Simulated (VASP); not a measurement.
# Ag (Fm-3m) in VASP: further runs

The runs below take Ag through single point, with LDA.

Program: VASP 6.6.1. These are calculated values, not measurements. Logs are shortened: lines on timing, memory, paths and dates and some standing lists are left out, and cuts for length are marked.

## (1) The cell of the first run

The structure is cubic, space group Fm-3m (No. 225). Conventional cell: a = 4.003 Å, b = 4.003 Å, c = 4.003 Å, α = 90.00°, β = 90.00°, γ = 90.00°. Ag (site symmetry m-3m) has 12 Ag at 2.83 Å within 3.7 Å.

## (2) Single point, LDA (volume scaled by 0.94)

File INCAR:

```
SYSTEM = Ag
PREC = Accurate
ENCUT = 520
EDIFF = 1E-6
ISMEAR = -1
SIGMA = 0.05
LREAL = .FALSE.
LASPH = .TRUE.
NELM = 80
ALGO = Normal
ISIF = 2
LWAVE = .FALSE.
LCHARG = .FALSE.
GGA = CA
NBANDS = 12
```

File KPOINTS:

```
regular mesh
0
G
  15 15 15
  0 0 0
```

File POSCAR:

```
Ag
1.0
    0.0000000000      2.0013923787      2.0013923787
    2.0013923787      0.0000000000      2.0013923787
    2.0013923787      2.0013923787      0.0000000000
Ag
1
Direct
    0.0000000000      0.0000000000      0.0000000000
```

Potentials or basis: VASP PAW LDA potentials, release 64 (Ag).

On the command line:

```sh
cat potpaw_LDA.64/Ag/POTCAR > POTCAR
mpirun -np 1 vasp_std > vasp.out
```

OUTCAR:

```text
SYSTEM = Ag
   PREC = Accurate
   ENCUT = 520
   EDIFF = 1E-6
   ISMEAR = -1
   LREAL = .FALSE.
   LASPH = .TRUE.
   NELM = 80
   ISIF = 2
   GGA = CA

 ion  position               nearest neighbor table
   1  0.000  0.000  0.000-

  LATTYP: Found a face centered cubic cell.
 ALAT       =     4.0027847574

  Lattice vectors:

 A1 = (   0.0000000000,   2.0013923787,   2.0013923787)
 A2 = (   2.0013923787,   0.0000000000,   2.0013923787)
 A3 = (   2.0013923787,   2.0013923787,   0.0000000000)

Analysis of symmetry for initial positions (statically):
=====================================================================
 Subroutine PRICEL returns:
 Original cell was already a primitive cell.

 Routine SETGRP: Setting up the symmetry group for a
 face centered cubic supercell.

 Subroutine GETGRP returns: Found 48 space group operations
[... 9 lines left out ...]

 Routine SETGRP: Setting up the symmetry group for a
 face centered cubic supercell.

 Subroutine GETGRP returns: Found 48 space group operations
[... 11 lines left out ...]
                                     Primitive cell

  volume of cell :      16.0334

  direct lattice vectors                    reciprocal lattice vectors
     0.000000000  2.001392379  2.001392379    -0.249826074  0.249826074  0.249826074
     2.001392379  0.000000000  2.001392379     0.249826074 -0.249826074  0.249826074
     2.001392379  2.001392379  0.000000000     0.249826074  0.249826074 -0.249826074

  length of vectors
     2.830396246  2.830396246  2.830396246     0.432711453  0.432711453  0.432711453

  position of ions in fractional coordinates (direct lattice)
     0.000000000  0.000000000  0.000000000

  ion indices of the primitive-cell ions
   primitive index   ion index
                 1           1

----------------------------------------------------------------------------------------

 KPOINTS: regular mesh

Automatic generation of k-mesh.
 Grid dimensions read from file:
 generate k-points for:   15   15   15

 Generating k-lattice:

  Cartesian coordinates                     Fractional coordinates (reciprocal lattice)
    -0.016655072  0.016655072  0.016655072     0.066666667  0.000000000  0.000000000
     0.016655072 -0.016655072  0.016655072     0.000000000  0.066666667  0.000000000
     0.016655072  0.016655072 -0.016655072     0.000000000  0.000000000  0.066666667

  Length of vectors
     0.028847430  0.028847430  0.028847430

  Shift w.r.t. Gamma in fractional coordinates (k-lattice)
     0.000000000  0.000000000  0.000000000

 Subroutine IBZKPT returns following result:
 ===========================================

 Found    120 irreducible k-points:

 Following reciprocal coordinates:
            Coordinates               Weight
  0.000000  0.000000  0.000000      1.000000
  0.066667  0.000000  0.000000      8.000000
  0.133333  0.000000  0.000000      8.000000
  0.200000  0.000000  0.000000      8.000000
  0.266667  0.000000  0.000000      8.000000
  0.333333  0.000000  0.000000      8.000000
[... 16 lines left out ...]
  0.133333  0.133333  0.000000      6.000000
  0.200000  0.133333  0.000000     24.000000
 [... further k-points ...]
   k-points           NKPTS =    120   k-points in BZ     NKDIM =    120   number of bands    NBANDS=     12
   number of dos      NEDOS =    301   number of ions     NIONS =      1
   total plane-waves  NPLWV =  13824
   dimension x,y,z NGX =    24 NGY =   24 NGZ =   24
   dimension x,y,z NGXF=    48 NGYF=   48 NGZF=   48
   ions per type =               1
   NGX,Y,Z   is equivalent  to a cutoff of  14.10, 14.10, 14.10 a.u.
   NGXF,Y,Z  is equivalent  to a cutoff of  28.19, 28.19, 28.19 a.u.
 SYSTEM =  Ag
   PREC   = accura    normal or accurate (medium, high low for compatibility)
   ISTART =      0    job   : 0-new  1-cont  2-samecut
   ICHARG =      2    charge: 1-file 2-atom 10-const
   ISPIN  =      1    spin polarized calculation?
   LNONCOLLINEAR =      F non collinear calculations
   LSORBIT =      F    spin-orbit coupling
   LASPH  =      T    aspherical Exc in radial PAW
   ENCUT  =  520.0 eV  38.22 Ry    6.18 a.u.   5.26  5.26  5.26*2*pi/ulx,y,z
   NELM   =     80;   NELMIN=  2; NELMDL= -5     # of ELM steps
   EDIFF  = 0.1E-05   stopping-criterion for ELM
   LREAL  =      F    real-space projection
   EDIFFG = 0.1E-04   stopping-criterion for IOM
   NSW    =      0    number of steps for IOM
   IBRION =     -1    ionic relax: 0-MD 1-quasi-New 2-CG
   NFREE  =      0    steps in history (QN), initial steepest desc. (CG)
   ISIF   =      2    stress and relaxation
   ISYM   =      2    0-nonsym 1-usesym 2-fastsym
   POTIM  = 0.5000    time-step for ionic-motion
   TEBEG  =    0.0;   TEEND  =   0.0 temperature during run
   PSTRESS=    0.0 pullay stress
   NELECT =      11.0000    total number of electrons
   NUPDOWN=      -1.0000    fix difference up-down
   EMIN   =  10.00;   EMAX   =-10.00  energy-range for DOS
   EFERMI =   0.00;   METHOD = LEGACY
   ISMEAR =    -1;   SIGMA  =   0.05  broadening in eV -4-tet -1-fermi 0-gaus
   EFERMI_NEDOS =   21; number of points for ismear=-14 and -15
   IALGO  =     38    algorithm
   IMIX   =      4    mixing-type and parameters
     AMIX     =   0.40;   BMIX     =  1.00
     AMIX_MAG =   1.60;   BMIX_MAG =  1.00
  volume/ion in A,a.u.               =      16.03       108.20
  Fermi-wavevector in a.u.,A,eV,Ry     =   1.443877  2.728532 28.365159  2.084780
  Thomas-Fermi vector in A             =   2.562235
   LORBIT       =      0    0 simple, 1 ext, 2 COOP (PROOUT), +10 PAW based schemes
   GGA     = CA    functional components
   LHFCALC =     F    Hartree Fock is set to
   AEXX    =    0.0000 exact exchange contribution
   IVDW    =     0    specifies the selected vdW correction
   LEPSILON=     F    determine dielectric tensor
   LRPA    =     F    only Hartree local field effects (RPA)
 non-spin polarized calculation
  energy-cutoff  :      520.00
  volume of cell :       16.03
 maximum number of plane-waves:       444
 NGX is ok and might be reduce to    24
   NGX = 11   NGY = 11   NGZ = 11

 number of electron      11.0000002 magnetization

 Free energy of the ion-electron system (eV)
  ---------------------------------------------------
  ext. energy  EPLUGINS =         0.00000000
  ---------------------------------------------------
  free energy    TOTEN  =        -3.78093210 eV

  energy without entropy =       -3.77765892  energy(sigma->0) =       -3.77929551

 E-fermi :   9.2127     XC(G=0): -12.9495

 val. band max:        9.2057438442   @ k =  -0.4000   0.1333   0.0000
 cond. band min:       9.2239868988   @ k =  -0.2667   0.2667   0.0000
 fundamental gap:      0.0182430546
 Fermi energy:         9.2127446645

 k-point     1 :       0.0000    0.0000    0.0000
  band No.  band energies     occupation
      1       0.7503      2.00000
      2       4.0298      2.00000
      3       4.0298      2.00000
      4       4.0298      2.00000
      5       5.2042      2.00000
      6       5.2042      2.00000
      7      25.1782      0.00000
      8      29.0504      0.00000
      9      29.0504      0.00000
     10      29.0504      0.00000
     11      34.2281      0.00000
     12      35.6417      0.00000

 k-point     2 :       0.0667    0.0000    0.0000
  band No.  band energies     occupation
      1       0.8964      2.00000
      2       3.9930      2.00000
      3       4.0726      2.00000
      4       4.0726      2.00000
      5       5.1872      2.00000
      6       5.1872      2.00000
      7      25.2365      0.00000
      8      27.9368      0.00000
      9      29.1399      0.00000
     10      29.1399      0.00000
     11      34.3004      0.00000
     12      35.4005      0.00000

 k-point     3 :       0.1333    0.0000    0.0000
  band No.  band energies     occupation
      1       1.3096      2.00000
      2       3.9181      2.00000
      3       4.1756      2.00000
      4       4.1756      2.00000
      5       5.1623      2.00000
      6       5.1623      2.00000
      7      24.7730      0.00000
      8      26.3741      0.00000
      9      29.3555      0.00000
     10      29.3555      0.00000
     11      33.1043      0.00000
     12      34.6345      0.00000

 k-point     4 :       0.2000    0.0000    0.0000
  band No.  band energies     occupation
      1       1.8749      2.00000
      2       3.9456      2.00000
      3       4.2581      2.00000
      4       4.2581      2.00000
      5       5.2094      2.00000
      6       5.2094      2.00000
      7      22.5763      0.00000
      8      26.1107      0.00000
      9      29.5145      0.00000
     10      29.5145      0.00000
     11      32.4006      0.00000
     12      33.5805      0.00000

 k-point     5 :       0.2667    0.0000    0.0000
  band No.  band energies     occupation
      1       2.2853      2.00000
      2       4.2415      2.00000
      3       4.2415      2.00000
      4       4.4066      2.00000
      5       5.3974      2.00000
      6       5.3974      2.00000
      7      19.9749      0.00000
      8      25.7678      0.00000
      9      29.2957      0.00000
     10      29.2957      0.00000
     11      32.7273      0.00000
     12      32.8269      0.00000
[... 228 lines left out ...]
      1       1.6122      2.00000
      2       3.8248      2.00000
      3       4.2526      2.00000
      4       4.2747      2.00000
      5       5.0219      2.00000
      6       5.3107      2.00000
      7      24.2719      0.00000
      8      25.7536      0.00000
      9      28.3697      0.00000
     10      30.5246      0.00000
     11      31.7505      0.00000
     12      34.6206      0.00000

 k-point    22 :      -0.0667    0.0667    0.0000
  band No.  band energies     occupation
      1       1.1331      2.00000
      2       3.9184      2.00000
      3       4.1316      2.00000
      4       4.1653      2.00000
      5       5.1013      2.00000
      6       5.2317      2.00000
      7      25.2610      0.00000
      8      26.8994      0.00000
      9      28.4589      0.00000
     10      29.7750      0.00000
     11      33.2840      0.00000
     12      35.4071      0.00000

 k-point    23 :       0.1333    0.1333    0.0000
  band No.  band energies     occupation
      1       1.4990      2.00000
      2       3.7187      2.00000
      3       4.3261      2.00000
      4       4.3261      2.00000
      5       4.9169      2.00000
      6       5.3397      2.00000
      7      25.5785      0.00000
      8      27.1886      0.00000
      9      27.4389      0.00000
     10      27.4389      0.00000
     11      33.9691      0.00000
     12      34.9302      0.00000

 k-point    24 :       0.2000    0.1333    0.0000
  band No.  band energies     occupation
      1       1.9458      2.00000
      2       3.5833      2.00000
      3       4.4304      2.00000
      4       4.4685      2.00000
      5       4.9098      2.00000
      6       5.4175      2.00000
      7      24.6190      0.00000
      8      26.0709      0.00000
      9      26.7050      0.00000
     10      28.0997      0.00000
     11      32.2159      0.00000
     12      34.9975      0.00000

 [... further k-points ...]
[... 5 lines left out ...]
  --------------------------------------------------------------------------------------
  -------------------------------------------------------------------------------------
  Total       -0.0186581     -0.0186581     -0.0186581     -0.0000000     -0.0000000      0.0000000
  in kB       -1.8644544     -1.8644544     -1.8644544     -0.0000000     -0.0000000      0.0000000
  external PRESSURE =      -1.8644544 kB  Pullay stress =       0.0000000 kB

 VOLUME and BASIS-vectors are now :
 -----------------------------------------------------------------------------
  energy-cutoff  :      520.00
  volume of cell :       16.03
      direct lattice vectors                 reciprocal lattice vectors
     0.000000000  2.001392379  2.001392379    -0.249826074  0.249826074  0.249826074
     2.001392379  0.000000000  2.001392379     0.249826074 -0.249826074  0.249826074
     2.001392379  2.001392379  0.000000000     0.249826074  0.249826074 -0.249826074

 POSITION                                       TOTAL-FORCE (eV/Angst)
 -----------------------------------------------------------------------------------
      0.00000      0.00000      0.00000         0.000000      0.000000      0.000000
 -----------------------------------------------------------------------------------
    total drift:                               -0.000000      0.000000      0.000000

  FREE ENERGIE OF THE ION-ELECTRON SYSTEM (eV)
  ---------------------------------------------------
  free  energy   TOTEN  =        -3.7809321026 eV

  energy  without entropy=       -3.7776589217  energy(sigma->0) =       -3.77929551
```

It took 23 s on 1 thread of Intel Xeon 8259CL, shared host; peak memory 0.14 GiB.

Results:

| Quantity | Value |
| --- | --- |
| Free energy | -3.7809 eV |
| Pressure | -0.2 GPa |

## (3) Single point, LDA (volume scaled by 0.97)

File INCAR:

```
SYSTEM = Ag
PREC     = Accurate       ! precision mode
ENCUT    = 520            ! plane-wave cutoff, eV
EDIFF    = 1E-6           ! SCF threshold, eV
ISMEAR   = -1             ! smearing method
SIGMA    = 0.05           ! smearing width, eV
LREAL    = .FALSE.        ! projectors in reciprocal space
LASPH    = .TRUE.         ! aspherical terms in the spheres
NELM     = 60             ! most SCF steps
ALGO     = Normal         ! electronic algorithm
ISIF     = 2              ! what is computed and relaxed
LWAVE    = .FALSE.        ! write WAVECAR
LCHARG   = .FALSE.        ! write CHGCAR
GGA      = CA             ! functional
NBANDS   = 12             ! bands
```

File KPOINTS:

```
Automatic mesh
0
G
  15 15 15
  0 0 0
```

File POSCAR:

```
Ag
1.0
    0.0000000000      2.0224612152      2.0224612152
    2.0224612152      0.0000000000      2.0224612152
    2.0224612152      2.0224612152      0.0000000000
Ag
1
Direct
    0.0000000000      0.0000000000      0.0000000000
```

Potentials or basis: VASP PAW LDA potentials, release 64 (Ag).

On the command line:

```sh
cat potpaw_LDA.64/Ag/POTCAR > POTCAR
mpirun -np 1 vasp_std > vasp.out
```

OUTCAR:

```text
SYSTEM = Ag
   PREC = Accurate
   ENCUT = 520
   EDIFF = 1E-6
   ISMEAR = -1
   LREAL = .FALSE.
   LASPH = .TRUE.
   NELM = 60
   ISIF = 2
   GGA = CA

 ion  position               nearest neighbor table
   1  0.000  0.000  0.000-

  LATTYP: Found a face centered cubic cell.
 ALAT       =     4.0449224304

  Lattice vectors:

 A1 = (   0.0000000000,   2.0224612152,   2.0224612152)
 A2 = (   2.0224612152,   0.0000000000,   2.0224612152)
 A3 = (   2.0224612152,   2.0224612152,   0.0000000000)

Analysis of symmetry for initial positions (statically):
=====================================================================
 Subroutine PRICEL returns:
 Original cell was already a primitive cell.

 Routine SETGRP: Setting up the symmetry group for a
 face centered cubic supercell.

 Subroutine GETGRP returns: Found 48 space group operations
[... 9 lines left out ...]

 Routine SETGRP: Setting up the symmetry group for a
 face centered cubic supercell.

 Subroutine GETGRP returns: Found 48 space group operations
[... 11 lines left out ...]
                                     Primitive cell

  volume of cell :      16.5451

  direct lattice vectors                    reciprocal lattice vectors
[... 136 lines left out ...]
 cond. band min:       8.7404340642   @ k =  -0.3333   0.2000   0.0000
 fundamental gap:      0.0247603465
 Fermi energy:         8.7274363511

 k-point     1 :       0.0000    0.0000    0.0000
  band No.  band energies     occupation
      1       0.5249      2.00000
      2       3.6872      2.00000
      3       3.6872      2.00000
      4       3.6872      2.00000
      5       4.7986      2.00000
      6       4.7986      2.00000
      7      24.6582      0.00000
      8      28.3404      0.00000
      9      28.3404      0.00000
     10      28.3404      0.00000
     11      33.4354      0.00000
     12      34.6168      0.00000
[... 331 lines left out ...]
 k-point    24 :       0.2000    0.1333    0.0000
  band No.  band energies     occupation
      1       1.6916      2.00000
      2       3.2663      2.00000
      3       4.0685      2.00000
      4       4.1042      2.00000
      5       4.5250      2.00000
      6       5.0011      2.00000
      7      23.8980      0.00000
      8      25.4370      0.00000
      9      25.9012      0.00000
     10      27.3761      0.00000
     11      31.1530      0.00000
     12      34.1987      0.00000

 [... further k-points ...]
[... 5 lines left out ...]
  --------------------------------------------------------------------------------------
  -------------------------------------------------------------------------------------
  Total       -0.4251284     -0.4251284     -0.4251284     -0.0000000      0.0000000      0.0000000
  in kB      -41.1680295    -41.1680295    -41.1680295     -0.0000000      0.0000000      0.0000000
  external PRESSURE =     -41.1680295 kB  Pullay stress =       0.0000000 kB

 VOLUME and BASIS-vectors are now :
 -----------------------------------------------------------------------------
  energy-cutoff  :      520.00
  volume of cell :       16.55
      direct lattice vectors                 reciprocal lattice vectors
     0.000000000  2.022461215  2.022461215    -0.247223530  0.247223530  0.247223530
     2.022461215  0.000000000  2.022461215     0.247223530 -0.247223530  0.247223530
     2.022461215  2.022461215  0.000000000     0.247223530  0.247223530 -0.247223530

 POSITION                                       TOTAL-FORCE (eV/Angst)
 -----------------------------------------------------------------------------------
      0.00000      0.00000      0.00000        -0.000000     -0.000000      0.000000
 -----------------------------------------------------------------------------------
    total drift:                                0.000000      0.000000     -0.000000

  FREE ENERGIE OF THE ION-ELECTRON SYSTEM (eV)
  ---------------------------------------------------
  free  energy   TOTEN  =        -3.7741173831 eV

  energy  without entropy=       -3.7707858748  energy(sigma->0) =       -3.77245163
```

It took 23 s on 1 thread of Intel Xeon 8259CL, shared host; peak memory 0.14 GiB.

Results:

```yaml
Free_energy: -3.7741 eV
Pressure: -4.1 GPa
```
